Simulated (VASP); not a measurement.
Runs of VASP 6.6.1 on KBr. The structure is that of space group Pm-3m (No. 221), or close to it. The cells are those of the table. 

| level | spin | cell | cutoff (eV) | smearing | gap on the mesh (eV) | pressure (GPa) |
| --- | --- | --- | --- | --- | --- | --- |
| r2SCAN+rVV10 | off | a = 4.043 Å, 2 atoms | 550 | tetrahedron | 4.53 | -1.4 |
| RPBE+D4 | non-collinear, zero start, SOC | a = 4.043 Å, 2 atoms | 520 | gaussian 0.05 eV | - | 0.1 |
| b88 exchange, pbe correlation | off | a = 4.043 Å, 2 atoms | 500 | methfessel-paxton 0.05 eV | (a) | (b) |
| b88 exchange, pbe correlation | off | a = 3.989 Å, 2 atoms | 500 | methfessel-paxton 0.05 eV | 4.14 | 1.0 |
| b88 exchange, pbe correlation | off | a = 4.070 Å, 2 atoms | 500 | methfessel-paxton 0.05 eV | 3.96 | 0.1 |

Alike in all rows: task single point; potentials or basis VASP PAW PBE potentials, release 64 (Br, K_sv); k mesh 7 × 7 × 7.

Estimate the missing entries.

(a) 4.02; (b) 0.4.

Caveats: the PAW data sets were made with another functional, which shifts forces and pressure a little; an odd mesh through Γ misses points on the zone boundary, where band edges can lie (at least some runs).

A k mesh can miss the band edges, and rows without SOC leave out spin-orbit coupling on Br.
